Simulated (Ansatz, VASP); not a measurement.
Sb in VASP and in Ansatz

The input INCAR:

```
SYSTEM = Sb
  ALGO = Normal
  EDIFF = 1E-6
  ENCUT = 520
  GGA = PE
  ISIF = 2
  ISMEAR = 0
  LASPH = .True.
  LCHARG = .False.
  LREAL = .False.
  LWAVE = .False.
  NBANDS = 8
  NELM = 80
  PREC = Accurate
  SIGMA = 0.1
```

Contents of KPOINTS:

```
k-points
0
Gamma
  18 18 18
  0 0 0
```

File POSCAR:

```
Sb
1.0
    3.0133054104      0.0000000000      0.0000000000
    0.0000000000      3.0133054104      0.0000000000
    0.0000000000      0.0000000000      3.0133054104
Sb
1
Direct
    0.0000000000      0.0000000000      0.0000000000
```

Input for Ansatz:

```yaml
crystal:
  lattice:
    - [3.0133054104, 0.0, 0.0]
    - [0.0, 3.0133054104, 0.0]
    - [0.0, 0.0, 3.0133054104]
  atoms:
    - { symbol: Sb, position: [0.0, 0.0, 0.0] }
basis:
  ecutwfc: 420
kpoints:
  mp_grid: { grid: [18, 18, 18] }
hamiltonian:
  xc: pbe
scf:
  occupations: { method: gaussian, width: 0.1 }
output:
  forces: true
  stress: true
  eigenvalues: true
```

Alike in both runs: task single point; functional PBE; k mesh 18 × 18 × 18; occupations gaussian, width 0.1 eV; no spin polarisation.

```csv
,VASP,Ansatz
version,VASP 6.6.1,Ansatz 0.2.0
potentials or method,"VASP PAW PBE potentials, release 64 (Sb), cutoff 520 eV","scalar-relativistic, plane waves, PAW"
valence electrons in the cell,5,15
```

|  | VASP | Ansatz | Ansatz less VASP |
| --- | --- | --- | --- |
| gap on the k mesh at the Fermi level (eV) | none | none | - |
| pressure (GPa) | 6.5 | 6.5 | -0.04 |

A gap of «none» marks a metal or a gap that the smearing closes. VASP's potentials hold 5 valence electrons a cell and Ansatz's 15, so a difference there can come from the potentials and not from the codes.

Neither program's run includes spin-orbit coupling.
